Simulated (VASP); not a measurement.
Write the native input for VASP 6.6.1 that does the following.

| Property | Result |
| --- | --- |
| Task | relaxation of cell and atoms |
| Functional | PBEsol |
| Potentials or basis | VASP PAW PBE potentials, release 64 (Ti_sv, C) |
| Cutoff | 600 eV |
| k mesh | 11 × 11 × 11 |
| Occupations | methfessel-paxton, width 0.15 eV |
| Spin | no spin polarisation |
| Dipole correction | no |
| Further INCAR settings | ALGO = Normal; EDIFF = 1e-06; IBRION = 2; EDIFFG = -0.01; NSW = 60; ISIF = 3 |

The structure of TiC lies in POSCAR:

```
TiC
1.0
    0.0000000000      2.1657188437      2.1657188437
    2.1657188437      0.0000000000      2.1657188437
    2.1657188437      2.1657188437      0.0000000000
Ti C
1 1
Direct
    0.0000000000      0.0000000000      0.0000000000
    0.5000000000      0.5000000000      0.5000000000
```

The input as run:

INCAR

```
SYSTEM = TiC
PREC = Accurate ; ENCUT = 600
EDIFF = 1E-6 ; ISMEAR = 1
SIGMA = 0.15 ; LREAL = .False.
LASPH = .True. ; NELM = 60
ALGO = Normal ; ISIF = 3
LWAVE = .False. ; LCHARG = .False.
GGA = PS ; IBRION = 2
NSW = 60 ; EDIFFG = -0.01
```

KPOINTS

```
regular mesh
0
Gamma
  11 11 11
  0 0 0
```

Potentials or basis: VASP PAW PBE potentials, release 64 (Ti_sv, C).

Launch:

```bash
$ cat potpaw_PBE.64/Ti_sv/POTCAR potpaw_PBE.64/C/POTCAR > POTCAR
$ mpirun -np 1 vasp_std > vasp.out
```

It gave:

```json
{"Relaxed volume": "9.90 Å³/atom", "Relaxed cell": "a = 3.037 Å, b = 3.037 Å, c = 3.037 Å, α = 60.00°, β = 60.00°, γ = 60.00°", "Space group after relaxing (to 0.1 Å)": "Fm-3m (No. 225)", "Energy gained by relaxing": "5.4 meV/atom", "Ionic steps": "3", "Pressure after relaxing": "0.0 GPa", "Band gap on the k mesh": "zero (bands 8 and 9 overlap by 1.08 eV)"}
```

Caveat: the PAW data sets were made with another functional, which shifts forces and pressure a little.

It took 56 s on 1 thread of Intel Xeon 8259CL, on a shared host, peak memory 0.15 GiB.
